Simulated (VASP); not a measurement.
# AlCu (P4mm) in VASP: further runs, part 2 of 2

VASP 6.6.1.

## 3. Single point, PBEsol (all Cu atoms moved +0.312 Å, as atom 2 along Cartesian [0 0 1])

Contents of INCAR:

```
ALGO = Fast
EDIFF = 1E-6
ENCUT = 520
GGA = PS
ISIF = 2
ISMEAR = 0
LASPH = True
LCHARG = False
LREAL = False
LWAVE = False
NBANDS = 14
NELM = 80
PREC = Accurate
SIGMA = 0.15
```

Contents of KPOINTS:

```
k-points
0
Gamma
  16 16 16
```

Contents of POSCAR:

```
AlCu
1.0
    2.9975090000      0.0000000000      0.0000000000
    0.0000000000      2.9975090000      0.0000000000
    0.0000000000      0.0000000000      2.9975090000
Al Cu
1 1
Direct
    0.0000000000      0.0000000000      0.0000000000
    0.5000000000      0.5000000000      0.6042532316
```

Potentials or basis: VASP PAW PBE potentials, release 64 (Al, Cu).

Run with:

```sh
cat potpaw_PBE.64/Al/POTCAR potpaw_PBE.64/Cu/POTCAR > POTCAR
mpirun -np 1 vasp_std > vasp.out
```

OUTCAR:

```text
EDIFF = 1E-6
   ENCUT = 520
   GGA = PS
   ISIF = 2
   ISMEAR = 0
   LASPH = True
   LREAL = False
   NELM = 80
   PREC = Accurate

 ion  position               nearest neighbor table
   1  0.000  0.000  0.000-   2 2.43   2 2.43   2 2.43   2 2.43   2 2.79   2 2.79   2 2.79   2 2.79

   2  0.500  0.500  0.604-   1 2.43   1 2.43   1 2.43   1 2.43   1 2.79   1 2.79   1 2.79   1 2.79

  LATTYP: Found a simple cubic cell.
 ALAT       =     2.9975090000

  Lattice vectors:

 A1 = (   2.9975090000,   0.0000000000,   0.0000000000)
 A2 = (   0.0000000000,   2.9975090000,   0.0000000000)
 A3 = (   0.0000000000,   0.0000000000,   2.9975090000)

Analysis of symmetry for initial positions (statically):
=====================================================================
 Subroutine PRICEL returns:
 Original cell was already a primitive cell.

 Routine SETGRP: Setting up the symmetry group for a
 simple cubic supercell.

 Subroutine GETGRP returns: Found  8 space group operations
 (whereof  8 operations were pure point group operations)
 out of a pool of 48 trial point group operations.

The static configuration has the point symmetry C_4v.

Analysis of symmetry for dynamics (positions and initial velocities):
=====================================================================
 Subroutine PRICEL returns:
 Original cell was already a primitive cell.

 Routine SETGRP: Setting up the symmetry group for a
 simple cubic supercell.

 Subroutine GETGRP returns: Found  8 space group operations
 (whereof  8 operations were pure point group operations)
 out of a pool of 48 trial point group operations.

The dynamic configuration has the point symmetry C_4v.

 Subroutine INISYM returns: Found  8 space group operations
 (whereof  8 operations are pure point group operations),
 and found     1 'primitive' translations

----------------------------------------------------------------------------------------

                                     Primitive cell
[... 116 lines left out ...]
   GGA     = PS    functional components
   LHFCALC =     F    Hartree Fock is set to
   AEXX    =    0.0000 exact exchange contribution
   IVDW    =     0    specifies the selected vdW correction
   LEPSILON=     F    determine dielectric tensor
   LRPA    =     F    only Hartree local field effects (RPA)
 non-spin polarized calculation
 RMM-DIIS sequential band-by-band and
 Gauss-broadening in eV      SIGMA  =   0.15
  energy-cutoff  :      520.00
  volume of cell :       26.93
 maximum number of plane-waves:       743
 NGX is ok and might be reduce to    24
   NGX = 11   NGY = 11   NGZ = 11

 number of electron      14.0000020 magnetization

 Free energy of the ion-electron system (eV)
  ---------------------------------------------------
  ext. energy  EPLUGINS =         0.00000000
  ---------------------------------------------------
  free energy    TOTEN  =        -8.52131364 eV

  energy without entropy =       -8.51436725  energy(sigma->0) =       -8.51784045

 E-fermi :   8.9152     XC(G=0): -11.5888

 val. band max:        8.9139236531   @ k =   0.3125   0.5000   0.5000
 cond. band min:       8.9253156569   @ k =   0.3750   0.1250   0.4375
 fundamental gap:      0.0113920038
 Fermi energy:         8.9151838893

 k-point     1 :       0.0000    0.0000    0.0000
  band No.  band energies     occupation
      1      -2.5272      2.00000
      2       3.9285      2.00000
      3       3.9913      2.00000
      4       4.9322      2.00000
      5       4.9997      2.00000
      6       4.9997      2.00000
      7      12.7734      0.00000
      8      12.7734      0.00000
      9      12.9377      0.00000
     10      15.2555      0.00000
     11      15.3204      0.00000
     12      18.6108      0.00000
     13      26.8893      0.00000
     14      27.2328      0.00000
[... 377 lines left out ...]
      1      -1.8711      2.00000
      2       3.9386      2.00000
      3       4.0699      2.00000
      4       4.7840      2.00000
      5       4.8436      2.00000
      6       4.9992      2.00000
      7       9.1626      0.01965
      8      12.7654      0.00000
      9      13.5526      0.00000
     10      16.0657      0.00000
     11      17.7781      0.00000
     12      21.3928      0.00000
     13      22.9825      0.00000
     14      23.5171      0.00000

 [... further k-points ...]
[... 5 lines left out ...]
  --------------------------------------------------------------------------------------
  -------------------------------------------------------------------------------------
  Total        0.1297097      0.1297097     -0.4292556      0.0000000      0.0000000      0.0000000
  in kB        7.7161641      7.7161641    -25.5355408      0.0000000      0.0000000      0.0000000
  external PRESSURE =      -3.3677375 kB  Pullay stress =       0.0000000 kB

 VOLUME and BASIS-vectors are now :
 -----------------------------------------------------------------------------
  energy-cutoff  :      520.00
  volume of cell :       26.93
      direct lattice vectors                 reciprocal lattice vectors
     2.997509000  0.000000000  0.000000000     0.333610341  0.000000000  0.000000000
     0.000000000  2.997509000  0.000000000     0.000000000  0.333610341  0.000000000
     0.000000000  0.000000000  2.997509000     0.000000000  0.000000000  0.333610341

 POSITION                                       TOTAL-FORCE (eV/Angst)
 -----------------------------------------------------------------------------------
      0.00000      0.00000      0.00000         0.000000      0.000000      1.163597
      1.49875      1.49875      1.81125        -0.000000     -0.000000     -1.163597
 -----------------------------------------------------------------------------------
    total drift:                                0.000000     -0.000000      0.001796

  FREE ENERGIE OF THE ION-ELECTRON SYSTEM (eV)
  ---------------------------------------------------
  free  energy   TOTEN  =        -8.5213136409 eV

  energy  without entropy=       -8.5143672518  energy(sigma->0) =       -8.51784045
```

stdout:

```text
POSCAR found type information on POSCAR AlCu
 POSCAR found :  2 types and       2 ions
 scaLAPACK will be used
 -----------------------------------------------------------------------------
|                                                                             |
|                                                                             |
|     You enforced a specific xc type in the INCAR file but a different       |
|     I HOPE YOU KNOW WHAT YOU ARE DOING!                                     |
|                                                                             |
 -----------------------------------------------------------------------------

 LDA part: xc-table for (Slater+PW92), standard interpolation
 POSCAR, INCAR and KPOINTS ok, starting setup
 FFT: planning ... GRIDC
 FFT: planning ... GRID_SOFT
 FFT: planning ... GRID
 WAVECAR not read
 entering main loop
WARNING in EDDRMM: call to ZHEGV failed, returncode =   8  4     13
```

Run time: 2.1 min. Hardware: 1 thread of Intel Xeon Platinum 8488C (Sapphire Rapids), shared host; peak memory 0.26 GiB.

What came out:

```yaml
Free_energy: -8.5213 eV
Pressure: -0.3 GPa
Largest_force: 1.164 eV/Å
Band_gap_on_the_k_mesh: zero (band 7 reaches 12.77 eV, above the bottom of band 8 at 8.01 eV)
```

Forces in eV/Å, atoms in the order of the input:
```
Al   0.000  0.000  1.164
Cu   0.000  0.000 -1.164
```

Caveat: the cell differs from its parent crystal (all Cu atoms moved +0.312 Å, as atom 2 along Cartesian [0 0 1]); the PAW data sets were made with another functional, which shifts forces and pressure a little.

## 4. Single point, PBEsol (all Cu atoms moved +0.188 Å, as atom 2 along Cartesian [0 0 1])

Changes to INCAR since step 3:

```diff
@@ -11,3 +11,3 @@
 NBANDS = 14
-NELM = 80
+NELM = 100
 PREC = Accurate
```

KPOINTS is that of step 3.

Changes to POSCAR since step 3:

```diff
@@ -9,2 +9,2 @@
     0.0000000000      0.0000000000      0.0000000000
-    0.5000000000      0.5000000000      0.6042532316
+    0.5000000000      0.5000000000      0.5625519390
```

Run with:

```sh
cat potpaw_PBE.64/Al/POTCAR potpaw_PBE.64/Cu/POTCAR > POTCAR
mpirun -np 1 vasp_std > vasp.out
```

Wall time 97 s (1 thread of Intel Xeon Platinum 8488C (Sapphire Rapids), shared host); peak memory 0.26 GiB.

The run converged. Its results:

| Property | Result |
| --- | --- |
| Free energy | -8.6378 eV |
| Pressure | -3.6 GPa |
| Largest force | 0.698 eV/Å |
| Band gap on the k mesh | zero (band 7 reaches 12.78 eV, above the bottom of band 8 at 8.08 eV) |

Forces in eV/Å, atoms in the order of the input:
```
Al   0.000  0.000  0.698
Cu   0.000  0.000 -0.698
```

Stress tensor (GPa, compression positive):
```
-3.18  0.00  0.00
 0.00 -3.18  0.00
 0.00  0.00 -4.35
```

Levels at points of the mesh, in eV from the Fermi level:
| k point | band 4 | band 5 | band 6 | band 7 | band 8 | band 9 | band 10 | band 11 |
| --- | --- | --- | --- | --- | --- | --- | --- | --- |
| (0.00, 0.00, 0.00) | -3.91 | -3.89 | -3.89 | 3.84 | 3.84 | 3.90 | 6.33 | 6.35 |
| (0.50, 0.00, 0.00) | -4.35 | -4.31 | -3.84 | -3.16 | 7.24 | 8.06 | 8.18 | 8.36 |
| (0.00, 0.00, 0.50) | -4.31 | -4.31 | -3.86 | -3.13 | 7.27 | 7.78 | 7.78 | 8.79 |
| (0.50, 0.50, 0.00) | -4.29 | -3.61 | -3.61 | -3.52 | -0.87 | -0.13 | 10.21 | 12.30 |
| (0.00, 0.50, 0.50) | -4.21 | -3.71 | -3.62 | -3.51 | -0.83 | -0.14 | 10.16 | 12.51 |
| (0.50, 0.50, 0.50) | -3.50 | -3.49 | 0.60 | 0.60 | 0.79 | 1.66 | 2.36 | 2.36 |

Caveat: the cell differs from its parent crystal (all Cu atoms moved +0.188 Å, as atom 2 along Cartesian [0 0 1]); the PAW data sets were made with another functional, which shifts forces and pressure a little.
